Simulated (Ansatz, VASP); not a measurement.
# GaP: VASP beside Ansatz

INCAR

```
SYSTEM = GaP
  PREC = Accurate
  ENCUT = 520
  EDIFF = 1E-8
  ISMEAR = -1
  SIGMA = 0.05
  LREAL = .False.
  LASPH = .True.
  NELM = 60
  ALGO = Normal
  ISIF = 2
  LWAVE = .False.
  LCHARG = .False.
  GGA = PE
  LEFG = .True.
  NBANDS = 16
```

KPOINTS

```
regular mesh
0
Gamma
  10 10 10
  0 0 0
```

The input POSCAR:

```
GaP
1.0
    0.0000000000      2.7161353834      2.7161353834
    2.7161353834      0.0000000000      2.7161353834
    2.7161353834      2.7161353834      0.0000000000
Ga P
1 1
Direct
    0.0000000000      0.0000000000      0.0000000000
    0.7500000000      0.7500000000      0.7500000000
```

Input for Ansatz:

```yaml
crystal:
  lattice:
    - [0.0, 2.7161353834, 2.7161353834]
    - [2.7161353834, 0.0, 2.7161353834]
    - [2.7161353834, 2.7161353834, 0.0]
  atoms:
    - { symbol: Ga, position: [0.0, 0.0, 0.0] }
    - { symbol: P, position: [0.75, 0.75, 0.75] }
kpoints:
  mp_grid: { grid: [10, 10, 10] }
scf:
  occupations: { method: fermi_dirac, width: 0.05 }
hamiltonian:
  xc: pbe
  pseudopotentials: { kind: all_electron, datasets: crystal }
output:
  forces: true
  stress: true
  eigenvalues: true
  efg: { contact_densities: true }
```

Change from the starting cell: volume scaled by 0.99, crystal datasets.

Alike in both runs: task electric field gradients; functional PBE; k mesh 10 × 10 × 10; occupations fermi-dirac, width 0.05 eV; no spin polarisation.

```csv
,VASP,Ansatz
version,VASP 6.6.1,Ansatz 0.2.0
potentials or method,"VASP PAW PBE potentials, release 64 (Ga_d, P), cutoff 520 eV","all-electron PAW with datasets made for the crystal, scalar-relativistic"
```

```tsv
	VASP	Ansatz	Ansatz less VASP
pressure (GPa)	3.4	3.4	+0.01
```

Ansatz ran all-electron here, and VASP with PAW potentials.
